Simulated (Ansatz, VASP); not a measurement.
Pb: VASP beside Ansatz

Contents of INCAR:

```
ALGO = Fast ; EDIFF = 1E-7
ENCUT = 520 ; GGA = PS
ISIF = 2 ; ISMEAR = 0
LASPH = True ; LCHARG = False
LREAL = False ; LWAVE = False
NBANDS = 13 ; NELM = 80
PREC = Accurate ; SIGMA = 0.15
```

The input KPOINTS:

```
k-points
0
Gamma
  18 18 18
```

The input POSCAR:

```
Pb
1.0
   -2.0786425450      2.0786425450      1.9796595667
    2.0786425450     -2.0786425450      1.9796595667
    2.0786425450      2.0786425450     -1.9796595667
Pb
1
Direct
    0.0000000000      0.0000000000      0.0000000000
```

Input for Ansatz:

```yaml
crystal:
  lattice:
    - [-2.078642545, 2.078642545, 1.9796595667]
    - [2.078642545, -2.078642545, 1.9796595667]
    - [2.078642545, 2.078642545, -1.9796595667]
  atoms:
    - { symbol: Pb, position: [0.0, 0.0, 0.0] }
basis:
  ecutwfc: 420
kpoints:
  mp_grid: { grid: [18, 18, 18] }
hamiltonian:
  xc: pbesol
scf:
  occupations: { method: gaussian, width: 0.15 }
output:
  forces: true
  stress: true
  eigenvalues: true
```

Change from the starting cell: strain +0.050 along x and y, +0.000 along z, atoms carried along.

Alike in both runs: task single point; functional PBEsol; k mesh 18 × 18 × 18; occupations gaussian, width 0.15 eV; no spin polarisation.

|  | VASP | Ansatz |
| --- | --- | --- |
| version | VASP 6.6.1 | Ansatz 0.2.0 |
| potentials or method | VASP PAW PBE potentials, release 64 (Pb_d), cutoff 520 eV | scalar-relativistic, plane waves, PAW |
| valence electrons in the cell | 14 | 14 |

|  | VASP | Ansatz | Ansatz less VASP |
| --- | --- | --- | --- |
| gap on the k mesh at the Fermi level (eV) | none | none | - |
| pressure (GPa) | -4.6 | -4.6 | +0.04 |
| traceless stress, the component that is largest in VASP (GPa) | -0.55 | -0.55 | -0.001 |

VASP's potentials were made for PBE, not for PBEsol. A gap of «none» marks a metal or a gap that the smearing closes.

Spin-orbit coupling is off throughout.
